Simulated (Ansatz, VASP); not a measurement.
**MnS: VASP beside Ansatz**

INCAR

```
ALGO = Normal
EDIFF = 1E-6
ENCUT = 520
GGA = PS
ISIF = 2
ISMEAR = 0
ISPIN = 2
LASPH = True
LCHARG = True
LELF = True
LMAXMIX = 4
LORBIT = 11
LREAL = False
LVHAR = True
LWAVE = False
MAGMOM = 4.29 0
NBANDS = 20
NELM = 150
PREC = Accurate
SIGMA = 0.1
```

Contents of KPOINTS:

```
k-points
0
Gamma
  14 14 14
```

POSCAR

```
MnS
1.0
    0.0000000000      2.7319313084      2.7319313084
    2.7319313084      0.0000000000      2.7319313084
    2.7319313084      2.7319313084      0.0000000000
Mn S
1 1
Direct
    0.0000000000      0.0000000000      0.0000000000
    0.2500000000      0.2500000000      0.2500000000
```

Input for Ansatz:

```yaml
crystal:
  lattice:
    - [0.0, 2.7319313548, 2.7319313548]
    - [2.7319313548, 0.0, 2.7319313548]
    - [2.7319313548, 2.7319313548, 0.0]
  atoms:
    - { symbol: Mn, position: [0.0, 0.0, 0.0], spin: 4.29 }
    - { symbol: S, position: [0.25, 0.25, 0.25] }
basis:
  ecutwfc: 420
kpoints:
  mp_grid: { grid: [14, 14, 14] }
  band_path:
    path:
      - [[0.0, 0.0, 0.0], [-0.5, -0.5, 0.0], [-0.375, -0.375, 0.25]]
      - [[-0.375, 0.0, 0.375], [0.0, 0.0, 0.0], [0.0, 0.0, 0.5], [-0.5, -0.25, 0.25], [-0.5, -0.5, 0.0]]
    npoints: 14
hamiltonian:
  xc: pbesol
scf:
  occupations: { method: gaussian, width: 0.1 }
  n_extra_bands: 6
output:
  forces: true
  stress: true
  eigenvalues: true
  populations: true
  dos: { projected: true, de: 0.02, nscf_kmesh: { grid: [21, 21, 21] } }
  bader: true
  write_density: true
  write_potential: true
  elf: true
  volumetric_format: npy
magnetization:
  spin_polarized: true
checkpoint:
  read: start.run
  write: ck
  compress: false
  write_wavefunctions: false
  write_every: 100000
```

Alike in both runs: task single point; functional PBEsol; k mesh 14 × 14 × 14; occupations gaussian, width 0.1 eV; collinear spin.

|  | VASP | Ansatz |
| --- | --- | --- |
| version | VASP 6.6.1 | Ansatz 0.2.0 |
| potentials or method | VASP PAW PBE potentials, release 64 (Mn_pv, S), cutoff 520 eV | scalar-relativistic, plane waves, PAW |
| valence electrons in the cell | 19 | 21 |

```tsv
	VASP	Ansatz	Ansatz less VASP
gap on the k mesh at the Fermi level (eV)	none	none	-
pressure (GPa)	0.1	0.0	-0.17
net moment per atom (μB)	2.31	2.30	-0.002
size of the moment on the site where the two differ most (μB)	4.10	3.90	-0.208
```

VASP's potentials were made for PBE, not for PBEsol. Site moments also hang on the region over which each program counts them. A gap of «none» marks a metal or a gap that the smearing closes. The functional is the same, so the differences come from potentials, cutoffs and numerics. VASP's potentials hold 19 valence electrons a cell and Ansatz's 21, so a difference there can come from the potentials and not from the codes. Ansatz's warnings: stability check not made.
